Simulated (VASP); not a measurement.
# Au (P6/mmm) in VASP: a series of runs, part 2 of 2

VASP 6.6.1. The steps go on from the part before.

**3. Relaxation of cell and atoms, PBE**

This run uses another cell than the first one, of 18.39 Å³/atom.

INCAR

```
ALGO = Fast
EDIFF = 1E-6
EDIFFG = -0.01
ENCUT = 600
GGA = PE
IBRION = 2
ISIF = 3
ISMEAR = 0
LASPH = True
LCHARG = False
LREAL = False
LWAVE = False
NELM = 60
NSW = 100
PREC = Accurate
SIGMA = 0.1
```

KPOINTS

```
k-points
0
Gamma
  12 12 16
```

POSCAR

```
Au
1.0
    4.8003653832      0.0000000000      0.0000000000
   -2.4001826916      4.1572383693      0.0000000000
    0.0000000000      0.0000000000      2.7646336035
Au
3
Direct
    0.0000000000      0.0000000000      0.0000000000
    0.3333333333      0.6666666667      0.5000000000
    0.6666666667      0.3333333333      0.5000000000
```

Potentials or basis: VASP PAW PBE potentials, release 64 (Au).

Started as:

```
$ cat potpaw_PBE.64/Au/POTCAR > POTCAR
$ mpirun -np 1 vasp_std > vasp.out
```

OUTCAR:

```text
EDIFF = 1E-6
   EDIFFG = -0.01
   ENCUT = 600
   GGA = PE
   IBRION = 2
   ISIF = 3
   ISMEAR = 0
   LASPH = True
   LREAL = False
   NELM = 60
   NSW = 100
   PREC = Accurate

 ion  position               nearest neighbor table
   1  0.000  0.000  0.000-   2 3.10   3 3.10   2 3.10   3 3.10   3 3.10   3 3.10   2 3.10   2 3.10
                             3 3.10   3 3.10   2 3.10   2 3.10
   2  0.333  0.667  0.500-   3 2.77   3 2.77   3 2.77   1 3.10   1 3.10   1 3.10   1 3.10   1 3.10
                             1 3.10
   3  0.667  0.333  0.500-   2 2.77   2 2.77   2 2.77   1 3.10   1 3.10   1 3.10   1 3.10   1 3.10
                             1 3.10

  LATTYP: Found a hexagonal cell.
 ALAT       =     4.8003653832
 C/A-ratio  =     0.5759214941

  Lattice vectors:

 A1 = (   4.8003653832,   0.0000000000,   0.0000000000)
 A2 = (  -2.4001826916,   4.1572383693,   0.0000000000)
 A3 = (   0.0000000000,   0.0000000000,   2.7646336035)

Analysis of symmetry for initial positions (statically):
=====================================================================
 Subroutine PRICEL returns:
 Original cell was already a primitive cell.

[... 180 lines left out ...]
  --------------------------------------------------------------------------------------
  -------------------------------------------------------------------------------------
  Total       -0.6593026     -0.6593026      1.1458125      0.0000000     -0.0000000      0.0000000
  in kB      -19.1460222    -19.1460222     33.2741777      0.0000000     -0.0000000      0.0000000
  external PRESSURE =      -1.6726223 kB  Pullay stress =       0.0000000 kB
[... 61 lines left out ...]
--------------------------------------- Ionic step        3  -------------------------------------------

 number of electron      32.9999998 magnetization

 Free energy of the ion-electron system (eV)
  ---------------------------------------------------
  ext. energy  EPLUGINS =         0.00000000
  ---------------------------------------------------
  free energy    TOTEN  =        -9.47932389 eV

  energy without entropy =       -9.47540836  energy(sigma->0) =       -9.47736612

 E-fermi :   8.3078     XC(G=0): -12.2701

 val. band max:        8.3002409933   @ k =   0.4167   0.0000   0.0000
 cond. band min:       8.3315160487   @ k =   0.2500   0.1667   0.1250
 fundamental gap:      0.0312750555
 Fermi energy:         8.3078489032

 k-point     1 :       0.0000    0.0000    0.0000
  band No.  band energies     occupation
      1      -0.8071      2.00000
      2       1.9266      2.00000
      3       3.0217      2.00000
      4       3.4559      2.00000
      5       3.6414      2.00000
      6       3.6414      2.00000
[... 541 lines left out ...]
     19      11.1839      0.00000
     20      15.8061      0.00000

 [... further k-points ...]

------------------------ aborting loop because EDIFF is reached ----------------------------------------

  FORCE on cell =-STRESS in cart. coord.  units (eV):
  Direction    XX          YY          ZZ          XY          YZ          ZX
  --------------------------------------------------------------------------------------
  -------------------------------------------------------------------------------------
  Total       -0.0164616     -0.0164616     -0.0292388      0.0000000     -0.0000000      0.0000000
  in kB       -0.4794472     -0.4794472     -0.8515869      0.0000000     -0.0000000      0.0000000
  external PRESSURE =      -0.6034938 kB  Pullay stress =       0.0000000 kB
[... 18 lines left out ...]
  FREE ENERGIE OF THE ION-ELECTRON SYSTEM (eV)
  ---------------------------------------------------
  free  energy   TOTEN  =        -9.4793238855 eV

  energy  without entropy=       -9.4754083600  energy(sigma->0) =       -9.47736612

 reached required accuracy - stopping structural energy minimisation
```

Run time: 8.6 min. Hardware: 1 thread of Intel Xeon 8259CL, shared host; peak memory 0.33 GiB.

What came out:

- Free energy: -9.4793 eV
- Relaxed volume: 18.34 Å³/atom
- Relaxed cell: a = 4.751 Å, b = 4.751 Å, c = 2.814 Å, α = 90.00°, β = 90.00°, γ = 120.00°
- Space group after relaxing (to 0.1 Å): P6/mmm (No. 191)
- Energy gained by relaxing: 5.4 meV/atom
- Ionic steps: 3
- Pressure after relaxing: -0.1 GPa
- Band gap on the k mesh: zero (an odd number of electrons rules out a gap without spin polarisation)

Step by step:
| step | energy change (eV) | largest force (eV/Å) | pressure (GPa) | volume (Å³) |
| --- | --- | --- | --- | --- |
| 1 | 0.0000 | 0.0000 | -0.17 | 55.17 |
| 2 | -0.0162 | 0.0000 | -0.05 | 55.00 |
| 3 | -0.0163 | 0.0000 | -0.06 | 55.01 |

Final structure:
```yaml
crystal:
  lattice:
    - [4.75134, 0.00000, 0.00000]
    - [-2.37567, 4.11478, 0.00000]
    - [0.00000, 0.00000, 2.81371]
  atoms:
    - { symbol: Au, position: [0.00000, 0.00000, 0.00000] }
    - { symbol: Au, position: [0.33333, 0.66667, 0.50000] }
    - { symbol: Au, position: [0.66667, 0.33333, 0.50000] }
```

Levels at points of the mesh, in eV from the Fermi level:
| k point | band 12 | band 13 | band 14 | band 15 | band 16 | band 17 | band 18 | band 19 | band 20 |
| --- | --- | --- | --- | --- | --- | --- | --- | --- | --- |
| (0.00, 0.00, 0.00) | -3.23 | -3.20 | -3.20 | -1.81 | -1.81 | 2.62 | 3.43 | 5.04 | 5.04 |
| (0.50, 0.00, 0.00) | -2.61 | -2.24 | -2.21 | -2.18 | -2.01 | -1.76 | -0.44 | 2.91 | 10.71 |
| (0.00, 0.00, 0.50) | -2.44 | -2.12 | -2.12 | -1.15 | 0.12 | 0.54 | 6.39 | 6.60 | 7.14 |
| (0.50, 0.00, 0.50) | -2.47 | -2.35 | -1.92 | -1.48 | 0.79 | 1.01 | 2.79 | 3.06 | 5.56 |

Caveat: spin-orbit coupling is left out, which moves the levels of the heavy elements.

**4. Relaxation of cell and atoms, PBE**

This run uses another cell than the first one: it holds 1 atom, not 3.

INCAR

```
SYSTEM = Au
ALGO     = Normal         ! electronic algorithm
EDIFF    = 1E-6           ! SCF threshold, eV
EDIFFG   = -0.01          ! ionic threshold
ENCUT    = 600            ! plane-wave cutoff, eV
GGA      = PE             ! functional
IBRION   = 2              ! ionic algorithm
ISIF     = 3              ! what is computed and relaxed
ISMEAR   = 0              ! smearing method
LASPH    = .TRUE.         ! aspherical terms in the spheres
LCHARG   = .FALSE.        ! write CHGCAR
LREAL    = .FALSE.        ! projectors in reciprocal space
LWAVE    = .FALSE.        ! write WAVECAR
NELM     = 80             ! most SCF steps
NSW      = 100            ! ionic steps
PREC     = Accurate       ! precision mode
SIGMA    = 0.1            ! smearing width, eV
```

KPOINTS

```
k-points
0
G
  18 18 14
  0 0 0
```

POSCAR

```
Au
1.0
    2.8130319014      0.0000000000      0.0000000000
   -1.4065159507      2.4361570882      0.0000000000
    0.0000000000      0.0000000000      2.8087429550
Au
1
Direct
    0.0000000000      0.0000000000      0.0000000000
```

Started as:

```
$ cat potpaw_PBE.64/Au/POTCAR > POTCAR
$ mpirun -np 1 vasp_std > vasp.out
```

Run time: 2.9 min. Hardware: 1 thread of Intel Xeon 8259CL, shared host; peak memory 0.2 GiB.

It converged, with:

```yaml
Free_energy: -3.1470 eV
Relaxed_volume: 19.34 Å³/atom
Relaxed_cell: a = 2.823 Å, b = 2.823 Å, c = 2.803 Å, α = 90.00°, β = 90.00°, γ = 120.00°
Space_group_after_relaxing_to_0.1_Å: P6/mmm (No. 191)
Energy_gained_by_relaxing: 0.5 meV/atom
Ionic_steps: 4
Pressure_after_relaxing: 0.0 GPa
Band_gap_on_the_k_mesh: zero (an odd number of electrons rules out a gap without spin polarisation)
```

The path:
| step | energy change (eV) | largest force (eV/Å) | pressure (GPa) | volume (Å³) |
| --- | --- | --- | --- | --- |
| 1 | 0.0000 | 0.0000 | 0.72 | 19.25 |
| 2 | 0.0000 | 0.0000 | -0.95 | 19.49 |
| 3 | -0.0004 | 0.0000 | -0.12 | 19.37 |
| 4 | -0.0005 | 0.0000 | 0.02 | 19.34 |

Final structure:
```
Au
1.0
     2.82256    0.00000    0.00000
    -1.41128    2.44441    0.00000
     0.00000    0.00000    2.80318
Au
1
Direct
  0.00000 0.00000 0.00000
```

Levels at points of the mesh, in eV from the Fermi level:
| k point | band 2 | band 3 | band 4 | band 5 | band 6 | band 7 | band 8 | band 9 |
| --- | --- | --- | --- | --- | --- | --- | --- | --- |
| (0.00, 0.00, 0.00) | -5.91 | -4.13 | -4.13 | -1.71 | -1.71 | 12.32 | 15.36 | 19.01 |
| (0.50, 0.00, 0.00) | -5.21 | -3.39 | -2.07 | -1.28 | -0.17 | 3.02 | 12.11 | 16.62 |
| (0.00, 0.00, 0.50) | -3.89 | -3.89 | -2.83 | -2.83 | -1.16 | 1.26 | 17.68 | 20.18 |
| (0.50, 0.00, 0.50) | -5.84 | -3.41 | -1.19 | -0.82 | 3.80 | 4.70 | 7.51 | 12.51 |

Caveat: spin-orbit coupling is left out, which moves the levels of the heavy elements.

**5. Relaxation of cell and atoms, PBE**

This run uses another cell than the first one: it holds 1 atom, not 3.

INCAR

```
SYSTEM = Au
  PREC = Accurate
  ENCUT = 600
  EDIFF = 1E-6
  ISMEAR = 0
  SIGMA = 0.1
  LREAL = .False.
  LASPH = .True.
  NELM = 100
  ALGO = Normal
  ISIF = 3
  LWAVE = .False.
  LCHARG = .False.
  GGA = PE
  IBRION = 2
  NSW = 100
  EDIFFG = -0.01
```

KPOINTS

```
Automatic mesh
0
Gamma
  18 18 16
  0 0 0
```

POSCAR

```
Au
1.0
    2.8394863025      0.0000000000      0.0000000000
   -1.4197431513      2.4590672717      0.0000000000
    0.0000000000      0.0000000000      2.7762772587
Au
1
Direct
    0.0000000000      0.0000000000      0.0000000000
```

Started as:

```
$ cat potpaw_PBE.64/Au/POTCAR > POTCAR
$ mpirun -np 1 vasp_std > vasp.out
```

It took 2.8 min on 1 thread of Intel Xeon 8259CL, shared host; peak memory 0.21 GiB.

The run converged. Its results:

```yaml
Free_energy: -3.1491 eV
Relaxed_volume: 19.33 Å³/atom
Relaxed_cell: a = 2.823 Å, b = 2.823 Å, c = 2.801 Å, α = 90.00°, β = 90.00°, γ = 120.00°
Space_group_after_relaxing_to_0.1_Å: P6/mmm (No. 191)
Energy_gained_by_relaxing: 2.2 meV/atom
Ionic_steps: 5
Pressure_after_relaxing: 0.0 GPa
Band_gap_on_the_k_mesh: zero (an odd number of electrons rules out a gap without spin polarisation)
```

Step by step:
```
step  energy change (eV)  largest force (eV/Å)  pressure (GPa)  volume (Å³)
   1              0.0000                0.0000           -0.57        19.39
   2             -0.0014                0.0000            1.06        19.19
   3             -0.0020                0.0000            0.44        19.26
   4             -0.0021                0.0000           -0.31        19.38
   5             -0.0022                0.0000            0.00        19.33
```

Final structure:
```xyz
1
Lattice="2.8230 0.0000 0.0000 -1.4115 2.4448 0.0000 0.0000 0.0000 2.8015" Properties=species:S:1:pos:R:3 pbc="T T T"
Au    0.0000    0.0000    0.0000
```

Levels at points of the mesh, in eV from the Fermi level:
```tsv
k point	band 4	band 5	band 6	band 7	band 8	band 9
(0.00, 0.00, 0.00)	-4.19	-1.77	-1.77	12.29	15.30	18.94
(0.50, 0.00, 0.00)	-2.13	-1.34	-0.24	2.96	12.05	16.57
(0.00, 0.00, 0.50)	-2.89	-2.89	-1.21	1.22	17.62	20.11
(0.50, 0.00, 0.50)	-1.25	-0.88	3.74	4.64	7.45	12.45
```

Caveat: spin-orbit coupling is left out, which moves the levels of the heavy elements.

**6. The runs side by side**

```tsv
task	cell	k mesh	cutoff (eV)	gap on the mesh (eV)	pressure (GPa)	relaxed volume (Å³/atom)
single point	a = 4.752, b = 4.752, c = 2.814 Å, angles 90.0, 90.0, 120.0°, 3 atoms, atomic positions A	12 × 12 × 16	520	none	-0.2	-
relaxation of cell and atoms	relaxed from a = 4.800, b = 4.800, c = 2.765 Å, angles 90.0, 90.0, 120.0°, 3 atoms, atomic positions A	12 × 12 × 16	600	none	-0.1	18.34
relaxation of cell and atoms	relaxed from a = 2.813, b = 2.813, c = 2.809 Å, angles 90.0, 90.0, 120.0°, 1 atom, atomic positions B	18 × 18 × 14	600	none	0.0	19.34
relaxation of cell and atoms	relaxed from a = 2.839, b = 2.839, c = 2.776 Å, angles 90.0, 90.0, 120.0°, 1 atom, atomic positions B	18 × 18 × 16	600	none	0.0	19.33
```

Alike in all rows: level PBE; potentials or basis VASP PAW PBE potentials, release 64 (Au); no spin polarisation; smearing gaussian 0.1 eV.

Caveats: spin-orbit coupling is left out, which moves the levels of the heavy elements.

Absolute energies hang on the potentials; compare differences alone.

The gap in the log of VASP goes by the Fermi energy; the results here count the filled bands.